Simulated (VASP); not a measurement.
Ta3AsAu2O13, 19 atoms in the cell. It takes space group R3m (No. 160, trigonal). The conventional cell has a = 10.591 Å, b = 10.591 Å, c = 12.689 Å, α = 90.00°, β = 90.00°, γ = 120.00°. Within 2.4 Å of Ta (site symmetry m) lie 5 O at 1.82 to 2.13 Å. As (site symmetry 3m) has 3 O at 1.76 Å within 2.3 Å. Within 3.0 Å of Au (site symmetry 3m) lie 3 O at 2.26 Å and 1 Au at 2.73 Å. Au (site symmetry 3m) has 1 As at 2.43 Å and 1 Au at 2.73 Å within 3.2 Å. O (site symmetry m) has 1 As at 1.76 Å and 1 Ta at 1.95 Å within 2.3 Å. O (site symmetry 1) has 1 O at 1.45 Å and 1 Ta at 1.96 Å within 2.0 Å. O (site symmetry m) has 1 Ta at 1.82 Å and 1 Au at 2.26 Å within 2.4 Å. Within 2.9 Å of O (site symmetry 3m) lie 3 Ta at 2.13 Å and 9 O at 2.64 to 2.82 Å. 

| Quantity | Value |
| --- | --- |
| Program | VASP 6.6.1 |
| Task | single point |
| Functional | RPBE |
| Potentials or basis | VASP PAW PBE potentials, release 64 (Ta_pv, As, Au, O) |
| Cutoff | 520 eV |
| k mesh | 3 × 3 × 3 |
| Occupations | fermi-dirac, width 0.05 eV |
| Spin | no spin polarisation |
| Dipole correction | no |
| Further INCAR settings | LREAL = Auto; ALGO = Normal; EDIFF = 1e-07; NBANDS = 84 |

Potentials or basis: VASP PAW PBE potentials, release 64 (Ta_pv, As, Au, O).

Command:

```bash
$ cat potpaw_PBE.64/Ta_pv/POTCAR potpaw_PBE.64/As/POTCAR potpaw_PBE.64/Au/POTCAR potpaw_PBE.64/O/POTCAR > POTCAR
$ mpirun -np 1 vasp_std > vasp.out
```

Hardware: 1 thread of Intel(R) Xeon(R) Platinum 8259CL CPU @ 2.50GHz (Skylake/Cascade Lake), with other jobs on the host.

Q: Estimate the wall time of this run.

A: It took 5.9 min on 1 thread of Intel(R) Xeon(R) Platinum 8259CL CPU @ 2.50GHz (Skylake/Cascade Lake), with other jobs on the host, peak memory 0.5 GiB. Counts: scf iterations 19, k points 6.
